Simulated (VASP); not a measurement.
# LiH (Fm-3m) in VASP: further runs

LiH is run at these levels: PBE; tasks: single point.

All numbers are computed with VASP 6.6.1; they aren't measurements. Logs are shortened: lines on timing, memory, paths and dates and some standing lists are left out, and cuts for length are marked.

**1. The cell of the first run**

Symmetry: Fm-3m, No. 225, cubic system. Conventional cell: a = 4.065 Å, b = 4.065 Å, c = 4.065 Å, α = 90.00°, β = 90.00°, γ = 90.00°. Within 2.7 Å of Li (site symmetry m-3m) lie 6 H at 2.03 Å. H (site symmetry m-3m) has 6 Li at 2.03 Å within 2.7 Å.

**2. Single point, PBE**

INCAR reads:

```
SYSTEM = LiH
ALGO     = Normal         ! electronic algorithm
EDIFF    = 1E-7           ! SCF threshold, eV
ENCUT    = 520            ! plane-wave cutoff, eV
GGA      = PE             ! functional
ISIF     = 2              ! what is computed and relaxed
ISMEAR   = -1             ! smearing method
LASPH    = .TRUE.         ! aspherical terms in the spheres
LCHARG   = .TRUE.         ! write CHGCAR
LELF     = .TRUE.         ! ELF
LREAL    = .FALSE.        ! projectors in reciprocal space
LVHAR    = .TRUE.       
LWAVE    = .FALSE.        ! write WAVECAR
NBANDS   = 9              ! bands
NELM     = 80             ! most SCF steps
PREC     = Accurate       ! precision mode
SIGMA    = 0.03           ! smearing width, eV
```

KPOINTS reads:

```
k-points
0
G
  3 3 3
  0 0 0
```

POSCAR reads:

```
LiH
1.0
    0.0000000000      2.0325000000      2.0325000000
    2.0325000000      0.0000000000      2.0325000000
    2.0325000000      2.0325000000      0.0000000000
Li H
1 1
Direct
    0.0000000000      0.0000000000      0.0000000000
    0.5000000000      0.5000000000      0.5000000000
```

Potentials or basis: VASP PAW PBE potentials, release 64 (Li_sv, H).

The run is started by

```
$ cat potpaw_PBE.64/Li_sv/POTCAR potpaw_PBE.64/H/POTCAR > POTCAR
$ mpirun -np 1 vasp_std > vasp.out
```

OUTCAR:

```text
SYSTEM = LiH
   EDIFF = 1E-7
   ENCUT = 520
   GGA = PE
   ISIF = 2
   ISMEAR = -1
   LASPH = .TRUE.
   LREAL = .FALSE.
   NELM = 80
   PREC = Accurate

 ion  position               nearest neighbor table
   1  0.000  0.000  0.000-
   2  0.500  0.500  0.500-

  LATTYP: Found a face centered cubic cell.
 ALAT       =     4.0650000000

  Lattice vectors:

 A1 = (   0.0000000000,   2.0325000000,   2.0325000000)
 A2 = (   2.0325000000,   0.0000000000,   2.0325000000)
 A3 = (   2.0325000000,   2.0325000000,   0.0000000000)

Analysis of symmetry for initial positions (statically):
=====================================================================
 Subroutine PRICEL returns:
 Original cell was already a primitive cell.

 Routine SETGRP: Setting up the symmetry group for a
 face centered cubic supercell.

 Subroutine GETGRP returns: Found 48 space group operations
 (whereof 48 operations were pure point group operations)
 out of a pool of 48 trial point group operations.

The static configuration has the point symmetry O_h .

Analysis of symmetry for dynamics (positions and initial velocities):
=====================================================================
 Subroutine PRICEL returns:
 Original cell was already a primitive cell.

 Routine SETGRP: Setting up the symmetry group for a
 face centered cubic supercell.

 Subroutine GETGRP returns: Found 48 space group operations
 (whereof 48 operations were pure point group operations)
 out of a pool of 48 trial point group operations.

The dynamic configuration has the point symmetry O_h .

 Subroutine INISYM returns: Found 48 space group operations
 (whereof 48 operations are pure point group operations),
 and found     1 'primitive' translations

----------------------------------------------------------------------------------------

                                     Primitive cell

  volume of cell :      16.7927

  direct lattice vectors                    reciprocal lattice vectors
     0.000000000  2.032500000  2.032500000    -0.246002460  0.246002460  0.246002460
     2.032500000  0.000000000  2.032500000     0.246002460 -0.246002460  0.246002460
     2.032500000  2.032500000  0.000000000     0.246002460  0.246002460 -0.246002460

  length of vectors
     2.874389066  2.874389066  2.874389066     0.426088760  0.426088760  0.426088760

  position of ions in fractional coordinates (direct lattice)
     0.000000000  0.000000000  0.000000000
     0.500000000  0.500000000  0.500000000

  ion indices of the primitive-cell ions
   primitive index   ion index
                 1           1
                 2           2

----------------------------------------------------------------------------------------

 KPOINTS: k-points

Automatic generation of k-mesh.
 Grid dimensions read from file:
 generate k-points for:    3    3    3

 Generating k-lattice:

  Cartesian coordinates                     Fractional coordinates (reciprocal lattice)
    -0.082000820  0.082000820  0.082000820     0.333333333  0.000000000  0.000000000
     0.082000820 -0.082000820  0.082000820     0.000000000  0.333333333  0.000000000
     0.082000820  0.082000820 -0.082000820     0.000000000  0.000000000  0.333333333

  Length of vectors
     0.142029587  0.142029587  0.142029587

  Shift w.r.t. Gamma in fractional coordinates (k-lattice)
     0.000000000  0.000000000  0.000000000

 Subroutine IBZKPT returns following result:
 ===========================================

 Found      4 irreducible k-points:

 Following reciprocal coordinates:
            Coordinates               Weight
  0.000000  0.000000  0.000000      1.000000
  0.333333  0.000000  0.000000      8.000000
  0.333333  0.333333  0.000000      6.000000
 -0.333333  0.333333  0.000000     12.000000
   k-points           NKPTS =      4   k-points in BZ     NKDIM =      4   number of bands    NBANDS=      9
   number of dos      NEDOS =    301   number of ions     NIONS =      2
   total plane-waves  NPLWV =  13824
   dimension x,y,z NGX =    24 NGY =   24 NGZ =   24
   dimension x,y,z NGXF=    48 NGYF=   48 NGZF=   48
   ions per type =               1   1
   NGX,Y,Z   is equivalent  to a cutoff of  13.88, 13.88, 13.88 a.u.
   NGXF,Y,Z  is equivalent  to a cutoff of  27.76, 27.76, 27.76 a.u.
 SYSTEM =  LiH
   PREC   = accura    normal or accurate (medium, high low for compatibility)
   ISTART =      0    job   : 0-new  1-cont  2-samecut
   ICHARG =      2    charge: 1-file 2-atom 10-const
   ISPIN  =      1    spin polarized calculation?
   LNONCOLLINEAR =      F non collinear calculations
   LSORBIT =      F    spin-orbit coupling
   LASPH  =      T    aspherical Exc in radial PAW
   ENCUT  =  520.0 eV  38.22 Ry    6.18 a.u.   5.34  5.34  5.34*2*pi/ulx,y,z
   NELM   =     80;   NELMIN=  2; NELMDL= -5     # of ELM steps
   EDIFF  = 0.1E-06   stopping-criterion for ELM
   LREAL  =      F    real-space projection
   EDIFFG = 0.1E-05   stopping-criterion for IOM
   NSW    =      0    number of steps for IOM
   IBRION =     -1    ionic relax: 0-MD 1-quasi-New 2-CG
   NFREE  =      0    steps in history (QN), initial steepest desc. (CG)
   ISIF   =      2    stress and relaxation
   ISYM   =      2    0-nonsym 1-usesym 2-fastsym
   POTIM  = 0.5000    time-step for ionic-motion
   TEBEG  =    0.0;   TEEND  =   0.0 temperature during run
   PSTRESS=    0.0 pullay stress
   NELECT =       4.0000    total number of electrons
   NUPDOWN=      -1.0000    fix difference up-down
   EMIN   =  10.00;   EMAX   =-10.00  energy-range for DOS
   EFERMI =   0.00;   METHOD = LEGACY
   ISMEAR =    -1;   SIGMA  =   0.03  broadening in eV -4-tet -1-fermi 0-gaus
   EFERMI_NEDOS =   21; number of points for ismear=-14 and -15
   IALGO  =     38    algorithm
   IMIX   =      4    mixing-type and parameters
     AMIX     =   0.40;   BMIX     =  1.00
     AMIX_MAG =   1.60;   BMIX_MAG =  1.00
  volume/ion in A,a.u.               =       8.40        56.66
  Fermi-wavevector in a.u.,A,eV,Ry     =   1.014817  1.917726 14.012000  1.029853
  Thomas-Fermi vector in A             =   2.148066
   LORBIT       =      0    0 simple, 1 ext, 2 COOP (PROOUT), +10 PAW based schemes
   GGA     = PE    functional components
   LHFCALC =     F    Hartree Fock is set to
   AEXX    =    0.0000 exact exchange contribution
   IVDW    =     0    specifies the selected vdW correction
   LEPSILON=     F    determine dielectric tensor
   LRPA    =     F    only Hartree local field effects (RPA)
 non-spin polarized calculation
  energy-cutoff  :      520.00
  volume of cell :       16.79
 maximum number of plane-waves:       459
 NGX is ok and might be reduce to    24
   NGX = 11   NGY = 11   NGZ = 11

 number of electron       3.9999998 magnetization

 Free energy of the ion-electron system (eV)
  ---------------------------------------------------
  ext. energy  EPLUGINS =         0.00000000
  ---------------------------------------------------
  free energy    TOTEN  =        -6.15784391 eV

  energy without entropy =       -6.15784391  energy(sigma->0) =       -6.15784391

 E-fermi :  -0.4039     XC(G=0):  -8.3821

 val. band max:       -1.1427431702   @ k =  -0.3333   0.3333   0.0000
 cond. band min:       4.8848320607   @ k =  -0.3333   0.3333   0.0000
 fundamental gap:      6.0275752309
 Fermi energy:        -0.4038708498

 k-point     1 :       0.0000    0.0000    0.0000
  band No.  band energies     occupation
      1     -44.4240      2.00000
      2      -5.3841      2.00000
      3      15.4351      0.00000
      4      17.3655      0.00000
      5      17.3655      0.00000
      6      17.3655      0.00000
      7      22.0010      0.00000
      8      22.0010      0.00000
      9      22.0010      0.00000

 k-point     2 :       0.3333    0.0000    0.0000
  band No.  band energies     occupation
      1     -44.3943      2.00000
      2      -3.6211      2.00000
      3       7.0560      0.00000
      4      13.8130      0.00000
      5      15.9701      0.00000
      6      15.9701      0.00000
      7      20.0212      0.00000
      8      20.0212      0.00000
      9      24.3062      0.00000

 k-point     3 :       0.3333    0.3333    0.0000
  band No.  band energies     occupation
      1     -44.3850      2.00000
      2      -2.6797      2.00000
      3       7.0921      0.00000
      4      11.4719      0.00000
      5      11.4719      0.00000
      6      14.6244      0.00000
      7      16.7085      0.00000
      8      29.0036      0.00000
      9      30.8804      0.00000

 k-point     4 :      -0.3333    0.3333    0.0000
  band No.  band energies     occupation
      1     -44.3751      2.00000
      2      -1.1427      2.00000
      3       4.8848      0.00000
      4       7.0142      0.00000
      5      12.4592      0.00000
      6      15.4479      0.00000
      7      23.3810      0.00000
      8      25.8287      0.00000
      9      28.2391      0.00000

------------------------ aborting loop because EDIFF is reached ----------------------------------------

  FORCE on cell =-STRESS in cart. coord.  units (eV):
  Direction    XX          YY          ZZ          XY          YZ          ZX
  --------------------------------------------------------------------------------------
  -------------------------------------------------------------------------------------
  Total       -0.2162029     -0.2162029     -0.2162029      0.0000000      0.0000000     -0.0000000
  in kB      -20.6276855    -20.6276855    -20.6276855      0.0000000      0.0000000     -0.0000000
  external PRESSURE =     -20.6276855 kB  Pullay stress =       0.0000000 kB

 VOLUME and BASIS-vectors are now :
 -----------------------------------------------------------------------------
  energy-cutoff  :      520.00
  volume of cell :       16.79
      direct lattice vectors                 reciprocal lattice vectors
     0.000000000  2.032500000  2.032500000    -0.246002460  0.246002460  0.246002460
     2.032500000  0.000000000  2.032500000     0.246002460 -0.246002460  0.246002460
     2.032500000  2.032500000  0.000000000     0.246002460  0.246002460 -0.246002460

 POSITION                                       TOTAL-FORCE (eV/Angst)
 -----------------------------------------------------------------------------------
      0.00000      0.00000      0.00000         0.000000     -0.000000     -0.000000
      2.03250      2.03250      2.03250        -0.000000      0.000000      0.000000
 -----------------------------------------------------------------------------------
    total drift:                                0.000000     -0.000000     -0.000000

  FREE ENERGIE OF THE ION-ELECTRON SYSTEM (eV)
  ---------------------------------------------------
  free  energy   TOTEN  =        -6.1578439103 eV

  energy  without entropy=       -6.1578439103  energy(sigma->0) =       -6.15784391
```

Wall time 4.3 s (1 thread of Intel Xeon 8259CL, shared host); peak memory 0.13 GiB.

Results:

| Property | Result |
| --- | --- |
| Free energy | -6.1578 eV |
| Band gap on the k mesh | 6.03 eV |

Caveat: the k points lie up to 0.89 Å⁻¹ apart; the cutoff is under 1.25 times the usual one of these potentials, so pressure, stress and relaxed cells hold a basis-set (Pulay) error; an odd mesh through Γ misses points on the zone boundary, where band edges can lie.

**3. Single point, PBE**

INCAR reads:

```
SYSTEM = LiH
ALGO = Normal ; EDIFF = 1E-7
ENCUT = 520 ; GGA = PE
ISIF = 2 ; ISMEAR = -1
LASPH = .True. ; LCHARG = .False.
LREAL = .False. ; LWAVE = .False.
NBANDS = 9 ; NELM = 80
PREC = Accurate ; SIGMA = 0.03
```

KPOINTS reads:

```
k-points
0
Gamma
  6 6 6
  0 0 0
```

POSCAR is that of step 2.

Potentials or basis: VASP PAW PBE potentials, release 64 (Li_sv, H).

The run is started by

```
$ cat potpaw_PBE.64/Li_sv/POTCAR potpaw_PBE.64/H/POTCAR > POTCAR
$ mpirun -np 1 vasp_std > vasp.out
```

Run time: 5.5 s. Hardware: 1 thread of Intel Xeon 8259CL, shared host; peak memory 0.13 GiB.

It converged, with:

```
Free energy            : -6.1229 eV
Band gap on the k mesh : 3.01 eV
```

Levels at points of the mesh, in eV from the valence-band top:
| k point | band 1 | band 2 | band 3 | band 4 | band 5 | band 6 | band 7 |
| --- | --- | --- | --- | --- | --- | --- | --- |
| (0.00, 0.00, 0.00) | -44.34 | -5.27 | 15.55 | 17.47 | 17.47 | 17.47 | 22.11 |
| (0.50, 0.00, 0.00) | -44.30 | -2.51 | 4.82 | 13.30 | 16.12 | 16.12 | 18.66 |
| (0.50, 0.50, 0.00) | -44.28 | 0.00 | 3.01 | 10.61 | 10.61 | 13.72 | 16.69 |

Caveat: the k points lie up to 0.45 Å⁻¹ apart; the cutoff is under 1.25 times the usual one of these potentials, so pressure, stress and relaxed cells hold a basis-set (Pulay) error.
